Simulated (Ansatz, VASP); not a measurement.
# Two plane-wave programs on ZrSi2O6

```
Zr Si O
1.0
    -5.00978    0.00010    0.00075
     2.50505   -4.98651    0.07560
    -0.00057   -0.09301    5.90191
Zr Si O
1 2 6
Direct
  0.54228 0.00008 0.00000
  0.98630 0.50567 0.34532
  0.48049 0.49427 0.65468
  0.43136 0.22337 0.79749
  0.15431 0.46020 0.56871
  0.20825 0.77675 0.20274
  0.62820 0.75372 0.81587
  0.69402 0.53954 0.43127
  0.87478 0.24640 0.18392
```

Change from the starting cell: cell x1, atoms moved at random (sigma 0.1 Å) and cell strained at random (1.5 %), then relaxed without symmetry.

Alike in both runs: functional PBE; k mesh 4 × 4 × 2; occupations gaussian, width 0.1 eV; no spin polarisation.

Ansatz relaxed the structure, and its values are those at the end. VASP's run is a single point on that final structure, the one shown.

|  | VASP | Ansatz |
| --- | --- | --- |
| version | VASP 6.6.1 | Ansatz 0.2.0 |
| potentials or method | VASP PAW PBE potentials, release 64 (Zr_sv, Si, O), cutoff 520 eV | scalar-relativistic, plane waves, PAW |
| valence electrons in the cell | 56 | 56 |

Ansatz gave:

* gap on the k mesh at the Fermi level (eV): 5.16
* least direct gap on the mesh (eV): 5.40
* pressure (GPa): 0.0
* rms of the force components (eV/Å): 0.006

**Question.** Which values does VASP return?

**Answer.** gap on the k mesh at the Fermi level (eV): 5.16; least direct gap on the mesh (eV): 5.40; pressure (GPa): 0.2; rms of the force components (eV/Å): 0.008.

The k mesh is coarse, so the values compare programs but aren't converged.
